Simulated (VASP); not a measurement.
The system is Al.

```
Al
1.0
     0.00000    2.01946    2.01946
     2.01946    0.00000    2.01946
     2.01946    2.01946    0.00000
Al
1
Direct
  0.00000 0.00000 0.00000
```

Base run:

* Program: VASP 6.6.1
* Functional: PBE
* Potentials or basis: VASP PAW PBE potentials, release 64 (Al)
* Cutoff: 500 eV
* k mesh: 9 × 9 × 9
* Occupations: gaussian, width 0.1 eV
* Spin: no spin polarisation

Its results: pressure 0.4 GPa.

Question: The run is repeated on the same cell with these changes: k mesh from 9 × 9 × 9 to 7 × 7 × 7. What comes out?

Answer: Pressure -0.4 GPa.

Caveats: some runs use coarse meshes.
